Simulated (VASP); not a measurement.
# Mg3SnSe4 (Pm) in VASP: single point with r2SCAN+rVV10

Aim: the single point of Mg3SnSe4 with r2SCAN+rVV10.

All numbers are computed with VASP 6.6.1; they aren't measurements. Logs are shortened: lines on timing, memory, paths and dates and some standing lists are left out, and cuts for length are marked.

## Step 1: The cell of the first run

It takes space group Pm (No. 6, monoclinic). The conventional cell has a = 7.198 Å, b = 4.187 Å, c = 7.269 Å, α = 90.00°, β = 99.79°, γ = 90.00°. Mg (site symmetry m) has 4 Se at 2.56 to 2.64 Å within 3.4 Å. Mg (site symmetry m) has 4 Se at 2.53 to 2.62 Å within 3.3 Å. Mg (site symmetry m) has 4 Se at 2.55 to 2.61 Å and 1 Sn at 3.28 Å within 3.4 Å. Sn (site symmetry m) has 4 Se at 2.76 to 3.02 Å and 1 Mg at 3.28 Å within 3.6 Å. Within 3.3 Å of Se (site symmetry m) lie 3 Mg at 2.53 to 2.58 Å and 1 Sn at 3.02 Å. Within 3.4 Å of Se (site symmetry m) lie 4 Mg at 2.61 to 2.64 Å. Se (site symmetry m) has 2 Mg at 2.61 to 2.62 Å and 2 Sn at 2.76 Å within 3.4 Å. Within 3.4 Å of Se (site symmetry m) lie 3 Mg at 2.55 to 2.56 Å and 1 Sn at 2.91 Å.

## Step 2: Single point, r2SCAN+rVV10

POSCAR

```
Mg3SnSe4
1.0
    7.2444743746      0.0000000000     -0.5940225602
    0.0000000000      4.1870498139      0.0000000000
   -0.6407227799      0.0000000000      7.1697620226
Mg Sn Se
3 1 4
Direct
    0.4976294033      0.5000000000      0.1348587481
   -0.0219083058      0.5000000000      0.8738025559
    0.0226291090      0.0000000000      0.3658776862
    0.4566388633      0.0000000000      0.5873228821
    0.0889122428      0.0000000000      0.7298497737
    0.1589266053      0.5000000000      0.2198023443
    0.6127521500      0.5000000000      0.8107631589
    0.6680189319      0.0000000000      0.2777238506
```

INCAR.step1

```
PREC = Accurate
ENCUT = 520
ISMEAR = -1
SIGMA = 0.03
LREAL = F
LASPH = T
NELM = 100
NBANDS = 32
GGA = PE
ALGO = Normal
EDIFF = 1E-4
LWAVE = T
LCHARG = F
```

INCAR.step2

```
PREC = Accurate
ENCUT = 520
EDIFF = 1E-6
ISMEAR = -1
SIGMA = 0.03
LREAL = F
LASPH = T
NELM = 100
ALGO = Normal
ISIF = 2
LWAVE = F
LCHARG = T
METAGGA = R2SCAN
LMIXTAU = T
LUSE_VDW = T
IVDW_NL = 2
BPARAM = 11.95
CPARAM = 0.0093
LELF = T
LVHAR = T
NBANDS = 32
ISTART = 1
```

KPOINTS

```
Automatic mesh
0
Gamma
  4 6 4
```

Potentials or basis: VASP PAW PBE potentials, release 64 (Mg, Sn_d, Se).

Launch:

```bash
$ cat potpaw_PBE.64/Mg/POTCAR potpaw_PBE.64/Sn_d/POTCAR potpaw_PBE.64/Se/POTCAR > POTCAR
$ cp INCAR.step1 INCAR
$ mpirun -np 1 vasp_std > vasp.out
$ cp INCAR.step2 INCAR
$ mpirun -np 1 vasp_std > vasp.out
```

OUTCAR:

```text
PREC = Accurate
   ENCUT = 520
   EDIFF = 1E-6
   ISMEAR = -1
   LREAL = F
   LASPH = T
   NELM = 100
   ISIF = 2
   METAGGA = R2SCAN
   IVDW_NL = 2
   BPARAM = 11.95
   ISTART = 1

 ion  position               nearest neighbor table
   1  0.498  0.500  0.135-   8 2.56   8 2.56   7 2.61   6 2.64
   2  0.978  0.500  0.874-   5 2.53   5 2.53   6 2.61   7 2.62
   3  0.023  0.000  0.366-   8 2.55   5 2.58   6 2.61   6 2.61   4 3.28
   4  0.457  0.000  0.587-   7 2.76   7 2.76   8 2.91   5 3.02   3 3.28
   5  0.089  0.000  0.730-   2 2.53   2 2.53   3 2.58   4 3.02
   6  0.159  0.500  0.220-   2 2.61   3 2.61   3 2.61   1 2.64
   7  0.613  0.500  0.811-   1 2.61   2 2.62   4 2.76   4 2.76
   8  0.668  0.000  0.278-   3 2.55   1 2.56   1 2.56   4 2.91

  LATTYP: Found a simple monoclinic cell.
 ALAT       =     7.1983340532
 B/A-ratio  =     0.5816692839
 C/A-ratio  =     1.0097874660
 COS(beta)  =    -0.1701101395

  Lattice vectors:

 A1 = (  -0.6407227799,   0.0000000000,   7.1697620226)
 A2 = (   0.0000000000,  -4.1870498139,   0.0000000000)
 A3 = (   7.2444743746,   0.0000000000,  -0.5940225602)

Analysis of symmetry for initial positions (statically):
=====================================================================
 Subroutine PRICEL returns:
 Original cell was already a primitive cell.

 Routine SETGRP: Setting up the symmetry group for a
 simple monoclinic supercell.

 Subroutine GETGRP returns: Found  2 space group operations
 (whereof  2 operations were pure point group operations)
 out of a pool of  4 trial point group operations.

The static configuration has the point symmetry C_1h.

Analysis of symmetry for dynamics (positions and initial velocities):
=====================================================================
 Subroutine PRICEL returns:
 Original cell was already a primitive cell.

 Routine SETGRP: Setting up the symmetry group for a
 simple monoclinic supercell.

 Subroutine GETGRP returns: Found  2 space group operations
 (whereof  2 operations were pure point group operations)
 out of a pool of  4 trial point group operations.

The dynamic configuration has the point symmetry C_1h.

 Subroutine INISYM returns: Found  2 space group operations
 (whereof  2 operations are pure point group operations),
 and found     1 'primitive' translations

----------------------------------------------------------------------------------------

                                     Primitive cell

  volume of cell :     215.8866

  direct lattice vectors                    reciprocal lattice vectors
     7.244474375  0.000000000 -0.594022560     0.139055180  0.000000000  0.012426608
     0.000000000  4.187049814  0.000000000     0.000000000  0.238831646  0.000000000
    -0.640722780  0.000000000  7.169762023     0.011520872  0.000000000  0.140504201

  length of vectors
     7.268787503  4.187049814  7.198334053     0.139609325  0.238831646  0.140975746

  position of ions in fractional coordinates (direct lattice)
     0.497629403  0.500000000  0.134858748
     0.978091694  0.500000000  0.873802556
     0.022629109  0.000000000  0.365877686
     0.456638863  0.000000000  0.587322882
     0.088912243  0.000000000  0.729849774
     0.158926605  0.500000000  0.219802344
     0.612752150  0.500000000  0.810763159
     0.668018932  0.000000000  0.277723851

  ion indices of the primitive-cell ions
   primitive index   ion index
                 1           1
                 2           2
                 3           3
                 4           4
                 5           5
                 6           6
                 7           7
                 8           8

----------------------------------------------------------------------------------------

 KPOINTS: Automatic mesh

Automatic generation of k-mesh.
 Grid dimensions read from file:
 generate k-points for:    4    6    4

 Generating k-lattice:

  Cartesian coordinates                     Fractional coordinates (reciprocal lattice)
     0.034763795  0.000000000  0.003106652     0.250000000  0.000000000 -0.000000000
     0.000000000  0.039805274  0.000000000     0.000000000  0.166666667  0.000000000
     0.002880218  0.000000000  0.035126050     0.000000000  0.000000000  0.250000000

  Length of vectors
     0.034902331  0.039805274  0.035243937

  Shift w.r.t. Gamma in fractional coordinates (k-lattice)
     0.000000000  0.000000000  0.000000000

 Subroutine IBZKPT returns following result:
 ===========================================

 Found     40 irreducible k-points:

 Following reciprocal coordinates:
            Coordinates               Weight
  0.000000  0.000000  0.000000      1.000000
  0.250000  0.000000  0.000000      2.000000
  0.500000  0.000000  0.000000      1.000000
  0.000000  0.166667  0.000000      2.000000
  0.250000  0.166667  0.000000      4.000000
  0.500000  0.166667  0.000000      2.000000
[... 16 lines left out ...]
  0.500000  0.333333  0.250000      4.000000
 -0.250000  0.333333  0.250000      4.000000
 [... further k-points ...]
   k-points           NKPTS =     40   k-points in BZ     NKDIM =     40   number of bands    NBANDS=     32
   number of dos      NEDOS =    301   number of ions     NIONS =      8
   total plane-waves  NPLWV =  93312
   dimension x,y,z NGX =    54 NGY =   32 NGZ =   54
   dimension x,y,z NGXF=   108 NGYF=   64 NGZF=  108
   ions per type =               3   1   4
   NGX,Y,Z   is equivalent  to a cutoff of  12.35, 12.71, 12.47 a.u.
   NGXF,Y,Z  is equivalent  to a cutoff of  24.70, 25.41, 24.94 a.u.
 SYSTEM =  unknown system
   PREC   = accura    normal or accurate (medium, high low for compatibility)
   ISTART =      1    job   : 0-new  1-cont  2-samecut
   ICHARG =      0    charge: 1-file 2-atom 10-const
   ISPIN  =      1    spin polarized calculation?
   LNONCOLLINEAR =      F non collinear calculations
   LSORBIT =      F    spin-orbit coupling
   LASPH  =      T    aspherical Exc in radial PAW
   ENCUT  =  520.0 eV  38.22 Ry    6.18 a.u.  13.52  7.79 13.38*2*pi/ulx,y,z
   NELM   =    100;   NELMIN=  2; NELMDL=  0     # of ELM steps
   EDIFF  = 0.1E-05   stopping-criterion for ELM
   LREAL  =      F    real-space projection
   EDIFFG = 0.1E-04   stopping-criterion for IOM
   NSW    =      0    number of steps for IOM
   IBRION =     -1    ionic relax: 0-MD 1-quasi-New 2-CG
   NFREE  =      0    steps in history (QN), initial steepest desc. (CG)
   ISIF   =      2    stress and relaxation
   ISYM   =      2    0-nonsym 1-usesym 2-fastsym
   POTIM  = 0.5000    time-step for ionic-motion
   TEBEG  =    0.0;   TEEND  =   0.0 temperature during run
   PSTRESS=    0.0 pullay stress
   NELECT =      44.0000    total number of electrons
   NUPDOWN=      -1.0000    fix difference up-down
   EMIN   =  10.00;   EMAX   =-10.00  energy-range for DOS
   EFERMI =   0.00;   METHOD = LEGACY
   ISMEAR =    -1;   SIGMA  =   0.03  broadening in eV -4-tet -1-fermi 0-gaus
   EFERMI_NEDOS =   21; number of points for ismear=-14 and -15
   IALGO  =     38    algorithm
   IMIX   =      4    mixing-type and parameters
     AMIX     =   0.40;   BMIX     =  1.00
     AMIX_MAG =   1.60;   BMIX_MAG =  1.00
  volume/ion in A,a.u.               =      26.99       182.11
  Fermi-wavevector in a.u.,A,eV,Ry     =   0.963423  1.820606 12.628717  0.928185
  Thomas-Fermi vector in A             =   2.092967
   LORBIT       =      0    0 simple, 1 ext, 2 COOP (PROOUT), +10 PAW based schemes
   METAGGA = R2SCAN    functional components
   LHFCALC =     F    Hartree Fock is set to
   AEXX    =    0.0000 exact exchange contribution
   IVDW_NL    =     2    kernel type
   BPARAM     =11.9500
   IVDW    =     0    specifies the selected vdW correction
   LEPSILON=     F    determine dielectric tensor
   LRPA    =     F    only Hartree local field effects (RPA)
 non-spin polarized calculation
  energy-cutoff  :      520.00
  volume of cell :      215.89
 maximum number of plane-waves:      5848
   NGX = 27   NGY = 15   NGZ = 27

 number of electron      43.9999998 magnetization

 Free energy of the ion-electron system (eV)
  ---------------------------------------------------
  ext. energy  EPLUGINS =         0.00000000
  ---------------------------------------------------
  free energy    TOTEN  =      -101.90827693 eV

  energy without entropy =     -101.90827693  energy(sigma->0) =     -101.90827693

 E-fermi :   3.1698     XC(G=0):  -8.9285

 val. band max:        2.5824134354   @ k =   0.0000   0.5000   0.0000
 cond. band min:       3.9023483384   @ k =   0.5000   0.0000   0.0000
 fundamental gap:      1.3199349030
 Fermi energy:         3.1698392227

 k-point     1 :       0.0000    0.0000    0.0000
  band No.  band energies     occupation
      1     -19.4711      2.00000
      2     -19.4542      2.00000
      3     -19.4366      2.00000
      4     -19.4334      2.00000
      5     -19.4240      2.00000
      6     -11.2628      2.00000
[... 24 lines left out ...]
     31       8.4415      0.00000
     32       8.8008      0.00000

 k-point     2 :       0.2500    0.0000    0.0000
  band No.  band energies     occupation
      1     -19.4711      2.00000
      2     -19.4542      2.00000
      3     -19.4366      2.00000
      4     -19.4334      2.00000
      5     -19.4240      2.00000
      6     -11.2210      2.00000
[... 24 lines left out ...]
     31       8.4740      0.00000
     32       8.7385      0.00000
[... 733 lines left out ...]
     31       8.7559      0.00000
     32       9.1200      0.00000

 k-point    24 :      -0.2500    0.3333    0.2500
  band No.  band energies     occupation
      1     -19.4698      2.00000
      2     -19.4540      2.00000
      3     -19.4403      2.00000
      4     -19.4322      2.00000
      5     -19.4212      2.00000
      6     -10.8367      2.00000
[... 24 lines left out ...]
     31       8.8260      0.00000
     32       9.0187      0.00000

 [... further k-points ...]
[... 5 lines left out ...]
  --------------------------------------------------------------------------------------
  -------------------------------------------------------------------------------------
  Total       -0.1219551     -0.0578774     -0.0783711      0.0000000      0.0000000      0.0340676
  in kB       -0.9050758     -0.4295304     -0.5816220      0.0000000      0.0000000      0.2528289
  external PRESSURE =      -0.6387428 kB  Pullay stress =       0.0000000 kB

 VOLUME and BASIS-vectors are now :
 -----------------------------------------------------------------------------
  energy-cutoff  :      520.00
  volume of cell :      215.89
      direct lattice vectors                 reciprocal lattice vectors
     7.244474375  0.000000000 -0.594022560     0.139055180  0.000000000  0.012426608
     0.000000000  4.187049814  0.000000000     0.000000000  0.238831646  0.000000000
    -0.640722780  0.000000000  7.169762023     0.011520872  0.000000000  0.140504201

 POSITION                                       TOTAL-FORCE (eV/Angst)
 -----------------------------------------------------------------------------------
      3.51866      2.09352      0.67130         0.006601      0.000000     -0.005125
      6.52590      2.09352      5.68395         0.007466      0.000000     -0.007398
     -0.07049      0.00000      2.60981        -0.000949      0.000000      0.006750
      2.93180      0.00000      3.93971        -0.019205      0.000000     -0.014737
      0.17649      0.00000      5.18003        -0.012533      0.000000     -0.002469
      1.01051      2.09352      1.48152        -0.008175      0.000000     -0.002162
      3.91959      2.09352      5.44899         0.022803      0.000000      0.041336
      4.66150      0.00000      1.59440         0.003992      0.000000     -0.016194
 -----------------------------------------------------------------------------------
    total drift:                               -0.004610     -0.000000      0.003286

  FREE ENERGIE OF THE ION-ELECTRON SYSTEM (eV)
  ---------------------------------------------------
  free  energy   TOTEN  =      -101.9082769346 eV

  energy  without entropy=     -101.9082769346  energy(sigma->0) =     -101.90827693
```

Run time: 10 min. Hardware: 1 thread of Intel Xeon Platinum 8488C (Sapphire Rapids), shared host; peak memory 0.83 GiB.

Results:

* Free energy: -101.9083 eV
* Pressure: -0.1 GPa
* Largest force: 0.047 eV/Å
* Band gap on the k mesh: 1.32 eV (least direct gap 1.88 eV)

Forces in eV/Å, atoms in the order of the input:
```
Mg   0.007  0.000 -0.005
Mg   0.007  0.000 -0.007
Mg  -0.001  0.000  0.007
Sn  -0.019  0.000 -0.015
Se  -0.013  0.000 -0.002
Se  -0.008  0.000 -0.002
Se   0.023  0.000  0.041
Se   0.004  0.000 -0.016
```

Levels at points of the mesh, in eV from the valence-band top:
```
           k point  band 18  band 19  band 20  band 21  band 22  band 23  band 24  band 25  band 26  band 27
(0.00, 0.00, 0.00)    -1.79    -1.68    -1.50    -1.43    -1.13     1.50     2.20     2.71     3.26     3.37
(0.50, 0.00, 0.00)    -1.84    -1.76    -1.56    -1.42    -0.74     1.32     3.19     3.34     3.48     3.62
(0.00, 0.50, 0.00)    -3.08    -2.84    -2.45    -1.89     0.00     2.33     3.35     3.66     4.51     4.63
(0.50, 0.50, 0.00)    -2.66    -2.49    -2.37    -1.70    -0.67     2.35     2.66     3.40     3.42     3.90
(0.00, 0.00, 0.50)    -1.95    -1.78    -1.57    -1.52    -0.26     1.62     2.97     3.30     3.53     3.62
(0.50, 0.00, 0.50)    -2.05    -1.99    -1.96    -1.82    -0.13     1.91     3.31     3.75     3.90     4.20
(0.00, 0.50, 0.50)    -2.55    -2.45    -2.20    -1.74    -0.56     2.00     2.19     3.56     4.05     4.23
(0.50, 0.50, 0.50)    -2.35    -2.25    -2.17    -1.77    -1.26     1.46     2.26     2.67     3.09     3.57
```

Caveat: the PAW data sets were made with another functional, which shifts forces and pressure a little; spin-orbit coupling is left out, which moves the levels of the heavy elements.
